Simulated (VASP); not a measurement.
# ZnS (P3m1) in VASP: a series of runs

The runs below take ZnS through electric field gradients, with PBE.

All numbers are computed with VASP 6.6.1; they aren't measurements. Logs are shortened: lines on timing, memory, paths and dates and some standing lists are left out, and cuts for length are marked.

## 1. The cell of the first run

It takes space group P3m1 (No. 156, trigonal). The conventional cell has a = 3.767 Å, b = 3.767 Å, c = 24.916 Å, α = 90.00°, β = 90.00°, γ = 120.00°. Within 3.1 Å of Zn (site symmetry 3m) lie 4 S at 2.31 to 2.33 Å. Within 3.1 Å of Zn (site symmetry 3m) lie 4 S at 2.31 to 2.33 Å. Within 3.1 Å of Zn (site symmetry 3m) lie 4 S at 2.31 to 2.33 Å. Zn (site symmetry 3m) has 4 S at 2.31 to 2.33 Å within 3.1 Å. Zn (site symmetry 3m) has 4 S at 2.31 to 2.33 Å within 3.1 Å. Within 3.1 Å of Zn (site symmetry 3m) lie 4 S at 2.31 to 2.33 Å. Within 3.1 Å of Zn (site symmetry 3m) lie 4 S at 2.31 to 2.33 Å. Within 3.1 Å of Zn (site symmetry 3m) lie 4 S at 2.31 to 2.33 Å.

## 2. Electric field gradients, PBE (x and y stretched by -1 %)

Contents of INCAR:

```
SYSTEM = ZnS
PREC = Accurate
ENCUT = 520
EDIFF = 1E-8
ISMEAR = -1
SIGMA = 0.02
LREAL = Auto
LASPH = .True.
NELM = 60
ALGO = Normal
ISIF = 2
LWAVE = .False.
LCHARG = .False.
GGA = PE
LEFG = .True.
NBANDS = 86
```

Contents of KPOINTS:

```
regular mesh
0
Gamma
  9 9 2
  0 0 0
```

Contents of POSCAR:

```
ZnS
1.0
    3.7670371866      0.0000000000      0.0000000000
   -1.8835185933      3.2623499006      0.0000000000
    0.0000000000      0.0000000000     24.9159345000
Zn S
8 8
Direct
    0.3333333333      0.6666666667      0.1251184100
    0.0000000000      0.0000000000      0.0001589700
    0.6666666667      0.3333333333      0.6250474700
    0.6666666667      0.3333333333      0.8751387000
    0.0000000000      0.0000000000      0.7500222700
    0.3333333333      0.6666666667      0.5000781600
    0.0000000000      0.0000000000      0.3750879400
    0.6666666667      0.3333333333      0.2501284900
    0.6666666667      0.3333333333      0.3437219900
    0.6666666667      0.3333333333      0.7185811600
    0.3333333333      0.6666666667      0.2187340500
    0.0000000000      0.0000000000      0.8436723900
    0.6666666667      0.3333333333      0.9688127500
    0.0000000000      0.0000000000      0.0937260600
    0.3333333333      0.6666666667      0.5936859800
    0.0000000000      0.0000000000      0.4686862100
```

Potentials or basis: VASP PAW PBE potentials, release 64 (Zn, S).

Run with:

```console
cat potpaw_PBE.64/Zn/POTCAR potpaw_PBE.64/S/POTCAR > POTCAR
mpirun -np 1 vasp_std > vasp.out
```

OUTCAR:

```text
SYSTEM = ZnS
   PREC = Accurate
   ENCUT = 520
   EDIFF = 1E-8
   ISMEAR = -1
   LREAL = Auto
   LASPH = .True.
   NELM = 60
   ISIF = 2
   GGA = PE

 ion  position               nearest neighbor table
   1  0.333  0.667  0.125-  14 2.31  14 2.31  14 2.31  11 2.33
   2  0.000  0.000  0.000-  13 2.31  13 2.31  13 2.31  14 2.33
   3  0.667  0.333  0.625-  15 2.31  15 2.31  15 2.31  10 2.33
   4  0.667  0.333  0.875-  12 2.31  12 2.31  12 2.31  13 2.33
   5  0.000  0.000  0.750-  10 2.31  10 2.31  10 2.31  12 2.33
   6  0.333  0.667  0.500-  16 2.31  16 2.31  16 2.31  15 2.33
[... 8 lines left out ...]
  15  0.333  0.667  0.594-   3 2.31   3 2.31   3 2.31   6 2.33
  16  0.000  0.000  0.469-   6 2.31   6 2.31   6 2.31   7 2.33

  LATTYP: Found a hexagonal cell.
 ALAT       =     3.7670371866
 C/A-ratio  =     6.6141992409

  Lattice vectors:

 A1 = (   3.7670371866,   0.0000000000,   0.0000000000)
 A2 = (  -1.8835185933,   3.2623499006,   0.0000000000)
 A3 = (   0.0000000000,   0.0000000000,  24.9159345000)

Analysis of symmetry for initial positions (statically):
=====================================================================
 Subroutine PRICEL returns:
 Original cell was already a primitive cell.

 Routine SETGRP: Setting up the symmetry group for a
 hexagonal supercell.

 Subroutine GETGRP returns: Found  6 space group operations
 (whereof  6 operations were pure point group operations)
 out of a pool of 24 trial point group operations.

The static configuration has the point symmetry C_3v.

Analysis of symmetry for dynamics (positions and initial velocities):
=====================================================================
 Subroutine PRICEL returns:
 Original cell was already a primitive cell.

 Routine SETGRP: Setting up the symmetry group for a
 hexagonal supercell.

 Subroutine GETGRP returns: Found  6 space group operations
 (whereof  6 operations were pure point group operations)
 out of a pool of 24 trial point group operations.

The dynamic configuration has the point symmetry C_3v.

 Subroutine INISYM returns: Found  6 space group operations
 (whereof  6 operations are pure point group operations),
 and found     1 'primitive' translations

----------------------------------------------------------------------------------------

                                     Primitive cell

  volume of cell :     306.2017

  direct lattice vectors                    reciprocal lattice vectors
     3.767037187  0.000000000  0.000000000     0.265460613  0.153263756  0.000000000
    -1.883518593  3.262349901  0.000000000     0.000000000  0.306527513  0.000000000
     0.000000000  0.000000000 24.915934500     0.000000000  0.000000000  0.040134959

  length of vectors
     3.767037187  3.767037187 24.915934500     0.306527513  0.306527513  0.040134959

  position of ions in fractional coordinates (direct lattice)
     0.333333333  0.666666667  0.125118410
     0.000000000  0.000000000  0.000158970
     0.666666667  0.333333333  0.625047470
     0.666666667  0.333333333  0.875138700
     0.000000000  0.000000000  0.750022270
     0.333333333  0.666666667  0.500078160
[... 8 lines left out ...]
     0.333333333  0.666666667  0.593685980
     0.000000000  0.000000000  0.468686210

  ion indices of the primitive-cell ions
   primitive index   ion index
                 1           1
                 2           2
                 3           3
                 4           4
                 5           5
                 6           6
[... 8 lines left out ...]
                15          15
                16          16

----------------------------------------------------------------------------------------

 KPOINTS: regular mesh

Automatic generation of k-mesh.
 Grid dimensions read from file:
 generate k-points for:    9    9    2

 Generating k-lattice:

  Cartesian coordinates                     Fractional coordinates (reciprocal lattice)
     0.029495624  0.017029306  0.000000000     0.111111111 -0.000000000  0.000000000
     0.000000000  0.034058613  0.000000000     0.000000000  0.111111111  0.000000000
     0.000000000  0.000000000  0.020067479     0.000000000  0.000000000  0.500000000

  Length of vectors
     0.034058613  0.034058613  0.020067479

  Shift w.r.t. Gamma in fractional coordinates (k-lattice)
     0.000000000  0.000000000  0.000000000

 Subroutine IBZKPT returns following result:
 ===========================================

 Found     24 irreducible k-points:

 Following reciprocal coordinates:
            Coordinates               Weight
  0.000000  0.000000  0.000000      1.000000
  0.111111  0.000000  0.000000      6.000000
  0.222222  0.000000  0.000000      6.000000
  0.333333  0.000000  0.000000      6.000000
  0.444444  0.000000  0.000000      6.000000
  0.111111  0.111111  0.000000      6.000000
[... 16 lines left out ...]
  0.333333  0.222222  0.500000     12.000000
  0.333333  0.333333  0.500000      2.000000
   k-points           NKPTS =     24   k-points in BZ     NKDIM =     24   number of bands    NBANDS=     86
   number of dos      NEDOS =    301   number of ions     NIONS =     16
   total plane-waves  NPLWV = 150528
   dimension x,y,z NGX =    28 NGY =   28 NGZ =  192
   dimension x,y,z NGXF=    56 NGYF=   56 NGZF=  384
   ions per type =               8   8
   NGX,Y,Z   is equivalent  to a cutoff of  12.36, 12.36, 12.81 a.u.
   NGXF,Y,Z  is equivalent  to a cutoff of  24.71, 24.71, 25.62 a.u.
 SYSTEM =  ZnS
   PREC   = accura    normal or accurate (medium, high low for compatibility)
   ISTART =      0    job   : 0-new  1-cont  2-samecut
   ICHARG =      2    charge: 1-file 2-atom 10-const
   ISPIN  =      1    spin polarized calculation?
   LNONCOLLINEAR =      F non collinear calculations
   LSORBIT =      F    spin-orbit coupling
   LASPH  =      T    aspherical Exc in radial PAW
   ENCUT  =  520.0 eV  38.22 Ry    6.18 a.u.   7.00  7.00 46.33*2*pi/ulx,y,z
   NELM   =     60;   NELMIN=  2; NELMDL= -5     # of ELM steps
   EDIFF  = 0.1E-07   stopping-criterion for ELM
   LREAL  =      T    real-space projection
   EDIFFG = 0.1E-06   stopping-criterion for IOM
   NSW    =      0    number of steps for IOM
   IBRION =     -1    ionic relax: 0-MD 1-quasi-New 2-CG
   NFREE  =      0    steps in history (QN), initial steepest desc. (CG)
   ISIF   =      2    stress and relaxation
   ISYM   =      2    0-nonsym 1-usesym 2-fastsym
   POTIM  = 0.5000    time-step for ionic-motion
   TEBEG  =    0.0;   TEEND  =   0.0 temperature during run
   PSTRESS=    0.0 pullay stress
   NELECT =     144.0000    total number of electrons
   NUPDOWN=      -1.0000    fix difference up-down
   EMIN   =  10.00;   EMAX   =-10.00  energy-range for DOS
   EFERMI =   0.00;   METHOD = LEGACY
   ISMEAR =    -1;   SIGMA  =   0.02  broadening in eV -4-tet -1-fermi 0-gaus
   EFERMI_NEDOS =   21; number of points for ismear=-14 and -15
   IALGO  =     38    algorithm
   IMIX   =      4    mixing-type and parameters
     AMIX     =   0.40;   BMIX     =  1.00
     AMIX_MAG =   1.60;   BMIX_MAG =  1.00
  volume/ion in A,a.u.               =      19.14       129.15
  Fermi-wavevector in a.u.,A,eV,Ry     =   1.273092  2.405795 22.051822  1.620763
  Thomas-Fermi vector in A             =   2.405934
   LORBIT       =      0    0 simple, 1 ext, 2 COOP (PROOUT), +10 PAW based schemes
   GGA     = PE    functional components
   LHFCALC =     F    Hartree Fock is set to
   AEXX    =    0.0000 exact exchange contribution
   IVDW    =     0    specifies the selected vdW correction
   LEPSILON=     F    determine dielectric tensor
   LRPA    =     F    only Hartree local field effects (RPA)
 non-spin polarized calculation
  energy-cutoff  :      520.00
  volume of cell :      306.20
 maximum number of plane-waves:      8312
 NGX is ok and might be reduce to    28
   NGX = 13   NGY = 13   NGZ = 93

 number of electron     143.9999949 magnetization

 Free energy of the ion-electron system (eV)
  ---------------------------------------------------
  ext. energy  EPLUGINS =         0.00000000
  ---------------------------------------------------
  free energy    TOTEN  =       -54.58368684 eV

  energy without entropy =      -54.58368684  energy(sigma->0) =      -54.58368684

 E-fermi :   2.8564     XC(G=0):  -9.7722

 val. band max:        2.4157306234   @ k =   0.0000   0.0000   0.0000
 cond. band min:       4.6605209196   @ k =   0.0000   0.0000   0.0000
 fundamental gap:      2.2447902962
 Fermi energy:         2.8563887913

 k-point     1 :       0.0000    0.0000    0.0000
  band No.  band energies     occupation
      1     -10.9645      2.00000
      2     -10.8457      2.00000
      3     -10.8422      2.00000
      4     -10.5293      2.00000
      5     -10.5291      2.00000
      6     -10.1726      2.00000
[... 2077 lines left out ...]
     83       8.7743      0.00000
     84       8.7745      0.00000
 [bands above 84 left out]

------------------------ aborting loop because EDIFF is reached ----------------------------------------

  FORCE on cell =-STRESS in cart. coord.  units (eV):
  Direction    XX          YY          ZZ          XY          YZ          ZX
  --------------------------------------------------------------------------------------
  -------------------------------------------------------------------------------------
  Total        9.2220333      9.2220333      6.1340396      0.0000000     -0.0000000      0.0000000
  in kB       48.2535914     48.2535914     32.0958977      0.0000000     -0.0000000      0.0000000
  external PRESSURE =      42.8676935 kB  Pullay stress =       0.0000000 kB

 VOLUME and BASIS-vectors are now :
 -----------------------------------------------------------------------------
  energy-cutoff  :      520.00
  volume of cell :      306.20
      direct lattice vectors                 reciprocal lattice vectors
     3.767037187  0.000000000  0.000000000     0.265460613  0.153263756  0.000000000
    -1.883518593  3.262349901  0.000000000     0.000000000  0.306527513  0.000000000
     0.000000000  0.000000000 24.915934500     0.000000000  0.000000000  0.040134959

 POSITION                                       TOTAL-FORCE (eV/Angst)
 -----------------------------------------------------------------------------------
     -0.00000      2.17490      3.11744        -0.000000      0.000000      0.074880
      0.00000      0.00000      0.00396         0.000000     -0.000000      0.083108
      1.88352      1.08745     15.57364        -0.000000      0.000000      0.064462
      1.88352      1.08745     21.80490         0.000000     -0.000000      0.081313
      0.00000      0.00000     18.68751        -0.000000     -0.000000      0.068482
     -0.00000      2.17490     12.45991         0.000000      0.000000      0.072373
[... 8 lines left out ...]
     -0.00000      2.17490     14.79224        -0.000000     -0.000000     -0.076479
      0.00000      0.00000     11.67775         0.000000     -0.000000     -0.071239
 -----------------------------------------------------------------------------------
    total drift:                               -0.000009     -0.000004      0.006986

  FREE ENERGIE OF THE ION-ELECTRON SYSTEM (eV)
  ---------------------------------------------------
  free  energy   TOTEN  =       -54.5836868428 eV

  energy  without entropy=      -54.5836868428  energy(sigma->0) =      -54.58368684

 Electric field gradients (V/A^2)
---------------------------------------------------------------------
 ion       V_xx      V_yy      V_zz      V_xy      V_xz      V_yz
---------------------------------------------------------------------
   1      -2.211    -2.205     4.416     0.005     0.000    -0.000
   2      -2.417    -2.420     4.838    -0.003     0.000    -0.000
   3      -2.119    -2.113     4.232     0.005     0.000    -0.000
   4      -1.962    -1.956     3.918     0.005    -0.000     0.000
   5      -1.754    -1.757     3.510    -0.003     0.000    -0.000
   6      -2.183    -2.177     4.360     0.005     0.000    -0.000
[... 8 lines left out ...]
  15      -1.547    -1.547     3.093    -0.000     0.000    -0.000
  16      -1.565    -1.565     3.130     0.001     0.000    -0.000
---------------------------------------------------------------------

 Electric field gradients after diagonalization (V/A^2)
 (convention: |V_zz| > |V_xx| > |V_yy|)
----------------------------------------------------------------------
 ion       V_xx      V_yy      V_zz     asymmetry (V_yy - V_xx)/ V_zz
----------------------------------------------------------------------
   1      -2.214    -2.202     4.416       0.003
   2      -2.422    -2.416     4.838       0.001
   3      -2.122    -2.110     4.232       0.003
   4      -1.965    -1.953     3.918       0.003
   5      -1.758    -1.752     3.510       0.002
   6      -2.186    -2.174     4.360       0.003
[... 8 lines left out ...]
  15      -1.547    -1.546     3.093       0.000
  16      -1.566    -1.564     3.130       0.001
----------------------------------------------------------------------

           NMR quadrupolar parameters

 Cq : quadrupolar parameter    Cq=e*Q*V_zz/h
 eta: asymmetry parameters     (V_yy - V_xx)/ V_zz
 Q  : nuclear electric quadrupole moment in mb (millibarn)
----------------------------------------------------------------------
 ion       Cq(MHz)       eta       Q (mb)
----------------------------------------------------------------------
   1       0.011       0.003       1.000
   2       0.012       0.001       1.000
   3       0.010       0.003       1.000
   4       0.009       0.003       1.000
   5       0.008       0.002       1.000
   6       0.011       0.003       1.000
[... 8 lines left out ...]
  15       0.007       0.000       1.000
  16       0.008       0.001       1.000
----------------------------------------------------------------------
```

Wall time 45 min (1 thread of Intel Xeon Platinum 8259CL at 2.50GHz (Skylake/Cascade Lake), shared host); peak memory 0.62 GiB.

What came out:

```
Free energy                             : -54.5837 eV
Pressure                                : 4.3 GPa
Largest force                           : 0.083 eV/Å
Band gap on the k mesh                  : 2.24 eV
Largest electric field gradient by atom : Zn +4.4, +4.8, +4.2, +3.9, +3.5, +4.3 (each value once); S +3.1, +3.4, +3.2, +5.0, +4.5 (each value once) V/Å²
```

Forces on the atoms (eV/Å):
```
Zn   0.000  0.000  0.075
Zn   0.000  0.000  0.083
Zn   0.000  0.000  0.064
Zn   0.000  0.000  0.081
Zn   0.000  0.000  0.068
Zn   0.000  0.000  0.072
Zn   0.000  0.000  0.074
Zn   0.000  0.000  0.071
S    0.000  0.000 -0.073
S    0.000  0.000 -0.079
S    0.000  0.000 -0.074
S    0.000  0.000 -0.072
S    0.000  0.000 -0.073
S    0.000  0.000 -0.070
S    0.000  0.000 -0.076
S    0.000  0.000 -0.071
```

Stress tensor (GPa, compression positive):
```
4.83 0.00 0.00
0.00 4.83 0.00
0.00 0.00 3.21
```

Levels at points of the mesh, in eV from the valence-band top:
| k point | band 70 | band 71 | band 72 | band 73 | band 74 | band 75 |
| --- | --- | --- | --- | --- | --- | --- |
| (0.00, 0.00, 0.00) | -0.07 | 0.00 | 0.00 | 2.24 | 3.07 | 3.13 |
| (0.00, 0.00, 0.50) | -0.04 | -0.04 | -0.04 | 2.52 | 2.57 | 3.33 |

Electric field gradients, principal values (V/Å²):
| atom | least | middle | greatest (by size) |
| --- | --- | --- | --- |
| 1 Zn | -2.202 | -2.214 | 4.416 |
| 2 Zn | -2.416 | -2.422 | 4.838 |
| 3 Zn | -2.110 | -2.122 | 4.232 |
| 4 Zn | -1.953 | -1.965 | 3.918 |
| 5 Zn | -1.752 | -1.758 | 3.510 |
| 6 Zn | -2.174 | -2.186 | 4.360 |
| 7 Zn | -2.194 | -2.200 | 4.393 |
| 8 Zn | -2.146 | -2.159 | 4.305 |
| 9 S | -1.537 | -1.537 | 3.074 |
| 10 S | -1.724 | -1.725 | 3.449 |
| 11 S | -1.586 | -1.587 | 3.173 |
| 12 S | -2.491 | -2.492 | 4.983 |
| 13 S | -2.265 | -2.265 | 4.530 |
| 14 S | -1.592 | -1.594 | 3.186 |
| 15 S | -1.546 | -1.547 | 3.093 |
| 16 S | -1.564 | -1.566 | 3.130 |

Caveat: the cell differs from its parent crystal (x and y stretched by -1 %); the cell stands under pressure; without QUAD_EFG the Cq values of the log hold for a quadrupole moment of 1 mb, not for the nuclei. A k mesh can miss the band edges.

[end of part 1 of 2]
